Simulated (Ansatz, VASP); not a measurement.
# Two plane-wave programs on Sn3Se

INCAR

```
  ALGO = Normal
  EDIFF = 1E-6
  ENCUT = 520
  GGA = PE
  ISIF = 2
  ISMEAR = -1
  LASPH = T
  LCHARG = F
  LREAL = F
  LWAVE = F
  NBANDS = 32
  NELM = 60
  PREC = Accurate
  SIGMA = 0.05
```

The input KPOINTS:

```
k-points
0
Gamma
  6 6 6
```

Contents of POSCAR:

```
Sn3Se
1.0
    0.0000000000      3.6826840043      3.6826840043
    3.6826840043      0.0000000000      3.6826840043
    3.6826840043      3.6826840043      0.0000000000
Sn Se
3 1
Direct
    0.5000000000      0.5000000000      0.5000000000
    0.7500000000      0.7500000000      0.7500000000
    0.2500000000      0.2500000000      0.2500000000
    0.0000000000      0.0000000000      0.0000000000
```

input.yaml

```yaml
crystal:
  lattice:
    - [0.0, 3.6826840043, 3.6826840043]
    - [3.6826840043, 0.0, 3.6826840043]
    - [3.6826840043, 3.6826840043, 0.0]
  atoms:
    - { symbol: Sn, position: [0.5, 0.5, 0.5] }
    - { symbol: Sn, position: [0.75, 0.75, 0.75] }
    - { symbol: Sn, position: [0.25, 0.25, 0.25] }
    - { symbol: Se, position: [0.0, 0.0, 0.0] }
hamiltonian:
  xc: pbe
  pseudopotentials: { kind: paw }
kpoints:
  mp_grid: { grid: [6, 6, 6] }
scf:
  occupations: { method: fermi_dirac, width: 0.05 }
output:
  forces: true
  stress: true
  eigenvalues: true
```

Alike in both runs: task single point; functional PBE; k mesh 6 × 6 × 6; occupations fermi-dirac, width 0.05 eV; no spin polarisation.

|  | VASP | Ansatz |
| --- | --- | --- |
| version | VASP 6.6.1 | Ansatz 0.2.0 |
| potentials or method | VASP PAW PBE potentials, release 64 (Sn_d, Se) | Ansatz PAW |
| plane-wave cutoff (eV) | 520 | 420 |
| valence electrons in the cell | 48 | 58 |

```tsv
	VASP	Ansatz	Ansatz less VASP
gap on the k mesh at the Fermi level (eV)	none	none	-
pressure (GPa)	1.9	2.0	+0.03
```

A gap of «none» marks a metal or a gap that the smearing closes. With one functional, cell and mesh, what is left measures potentials, basis and numerics. VASP's potentials hold 48 valence electrons a cell and Ansatz's 58, so a difference there can come from the potentials and not from the codes.
